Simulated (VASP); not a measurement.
Set up this calculation in VASP 6.6.1, as the native input.

| Item | Value |
| --- | --- |
| Task | single point |
| Functional | PBEsol |
| Potentials or basis | VASP PAW PBE potentials, release 64 (Sc_sv, Al) |
| Cutoff | 520 eV |
| k mesh | 12 × 12 × 10 |
| Occupations | gaussian, width 0.15 eV |
| Spin | no spin polarisation |
| Dipole correction | no |
| Further INCAR settings | ALGO = Fast; EDIFF = 1e-06; NBANDS = 34 |

The structure of Sc2Al lies in POSCAR:

```
Sc2Al
1.0
    5.2254725112      0.0000000000      0.0000000000
   -2.6127362556      4.5253919415      0.0000000000
    0.0000000000      0.0000000000      5.2442829718
Sc Al
4 2
Direct
    0.0000000000      0.0000000000      0.0000000000
    0.0000000000      0.0000000000      0.5000000000
    0.3333333333      0.6666666667      0.7500000000
    0.6666666667      0.3333333333      0.2500000000
    0.3333333333      0.6666666667      0.2500000000
    0.6666666667      0.3333333333      0.7500000000
```

This cell differs from its parent crystal: ratio of the length along z to the lengths across it x 0.8, volume and fractional coordinates fixed.

One way to write it, as run:

INCAR

```
SYSTEM = Sc2Al
  PREC = Accurate
  ENCUT = 520
  EDIFF = 1E-6
  ISMEAR = 0
  SIGMA = 0.15
  LREAL = .False.
  LASPH = .True.
  NELM = 100
  ALGO = Fast
  ISIF = 2
  LWAVE = .False.
  LCHARG = .False.
  GGA = PS
  NBANDS = 34
```

KPOINTS

```
Automatic mesh
0
Gamma
  12 12 10
  0 0 0
```

Potentials or basis: VASP PAW PBE potentials, release 64 (Sc_sv, Al).

Command:

```console
$ cat potpaw_PBE.64/Sc_sv/POTCAR potpaw_PBE.64/Al/POTCAR > POTCAR
$ mpirun -np 1 vasp_std > vasp.out
```

It gave:

* Pressure: 2.2 GPa
* Band gap on the k mesh: zero (bands 25 and 26 overlap by 0.95 eV)

Caveat: the PAW data sets were made with another functional, which shifts forces and pressure a little.

It took 13 min on 1 thread of AMD EPYC 7R13 (shared host), peak memory 0.47 GiB.
